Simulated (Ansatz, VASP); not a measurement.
Os: VASP beside Ansatz

File INCAR:

```
SYSTEM = Os
PREC     = Accurate       ! precision mode
ENCUT    = 520            ! plane-wave cutoff, eV
EDIFF    = 1E-7           ! SCF threshold, eV
ISMEAR   = -1             ! smearing method
SIGMA    = 0.05           ! smearing width, eV
LREAL    = .False.        ! projectors in reciprocal space
LASPH    = .True.         ! aspherical terms in the spheres
NELM     = 60             ! most SCF steps
ALGO     = Fast           ! electronic algorithm
ISIF     = 2              ! what is computed and relaxed
LWAVE    = .False.        ! write WAVECAR
LCHARG   = .True.         ! write CHGCAR
GGA      = B5             ! functional
ALDAX    = 1.0          
AGGAX    = 1.0          
AGGAC    = 1.0          
ALDAC    = 0.0          
LELF     = .True.         ! ELF
LVHAR    = .True.       
NBANDS   = 15             ! bands
```

The input KPOINTS:

```
regular mesh
0
Gamma
  11 11 6
  0 0 0
```

The input POSCAR:

```
Os
1.0
    2.7700791260      0.0000000000      0.0000000000
   -1.3850395630      2.3989588936      0.0000000000
    0.0000000000      0.0000000000      4.3765446767
Os
2
Direct
    0.6666666667      0.3333333333      0.7500000000
    0.3333333333      0.6666666667      0.2500000000
```

The input input.yaml:

```yaml
crystal:
  lattice:
    - [2.770079126, 0.0, 0.0]
    - [-1.385039563, 2.3989588936, 0.0]
    - [0.0, 0.0, 4.3765446767]
  atoms:
    - { symbol: Os, position: [0.6666666667, 0.3333333333, 0.75] }
    - { symbol: Os, position: [0.3333333333, 0.6666666667, 0.25] }
hamiltonian:
  xc: blyp
  pseudopotentials: { kind: paw }
kpoints:
  mp_grid: { grid: [11, 11, 6] }
scf:
  occupations: { method: fermi_dirac, width: 0.05 }
output:
  forces: true
  stress: true
  eigenvalues: true
```

Alike in both runs: task single point; functional BLYP; k mesh 11 × 11 × 6; occupations fermi-dirac, width 0.05 eV; no spin polarisation.

|  | VASP | Ansatz |
| --- | --- | --- |
| version | VASP 6.6.1 | Ansatz 0.2.0 |
| potentials or method | VASP PAW PBE potentials, release 64 (Os) | Ansatz PAW |
| plane-wave cutoff (eV) | 520 | 420 |
| valence electrons in the cell | 16 | 32 |

Ansatz gave:

* gap on the k mesh at the Fermi level (eV): none
* pressure (GPa): 9.1
* traceless stress, the component that is largest in VASP (GPa): -0.46

Estimate VASP's values.

gap on the k mesh at the Fermi level (eV): none; pressure (GPa): 12.1; traceless stress, the component that is largest in VASP (GPa): -0.35.

VASP's potentials were made for PBE, not for BLYP. A gap of «none» marks a metal or a gap that the smearing closes. VASP's potentials hold 16 valence electrons a cell and Ansatz's 32, so a difference there can come from the potentials and not from the codes.

Spin-orbit coupling is off throughout.
